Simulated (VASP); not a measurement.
The system is Co.

```
Co
1.0
     2.47056    0.00000    0.00000
    -1.23528    2.13957    0.00000
     0.00000    0.00000    8.08823
Co
4
Direct
  0.66667 0.33333 0.75000
  0.00000 0.00000 0.50000
  0.33333 0.66667 0.25000
  0.00000 0.00000 0.00000
```

Base run:

```yaml
Program: VASP 6.6.1
Functional: PBE
Potentials_or_basis: VASP PAW PBE potentials, release 64 (Co_sv)
Cutoff: 600 eV
k_mesh: 10 × 10 × 3
Occupations: fermi-dirac, width 0.05 eV
Spin: collinear spin, ferromagnetic start
Starting_moments: "[0.5, 0.5, 0.5, 0.5] μB"
Fixed_moment: 2 μB
```

Its results: pressure -9.8 GPa; site moments Co +0.09, +0.97 (each value once) μB.

**Question.** The run is repeated on the same cell with these changes: fixed moment from 2 μB to 10 μB; moments at the start from [0.5, 0.5, 0.5, 0.5] to [2.5, 2.5, 2.5, 2.5]. What comes out?

**Answer.** Pressure 23.7 GPa; site moments Co +2.35 μB.

Caveats: the total moment is fixed, so each spin has its own Fermi level; the cell stands under tension (at least some runs); the cell stands under pressure (at least some runs).
